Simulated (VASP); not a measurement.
Runs of VASP 6.6.1 on LiH. The structure is that of space group Fm-3m (No. 225), or close to it. The cells are those of the table. 

```tsv
task	cell	cutoff (eV)	k mesh for the DOS	occupations for the DOS	gap on the mesh (eV)
relaxation of cell and atoms	relaxed from a = 2.880 Å, angles 60.0°, 2 atoms	600	-	-	2.97
single point	a = 2.925 Å, angles 60.0°, 2 atoms	520	-	-	(a)
single point	a = 2.805 Å, angles 60.0°, 2 atoms	520	-	-	2.96
single point	a = 2.715 Å, angles 60.0°, 2 atoms	520	-	-	2.87
```

Alike in all rows: level PBE; potentials or basis VASP PAW PBE potentials, release 64 (Li_sv, H); no spin polarisation; k mesh 10 × 10 × 10; smearing gaussian 0.02 eV.

Question: Fill in the values left out.

Answer: (a) 3.04.

A k mesh can miss the band edges.
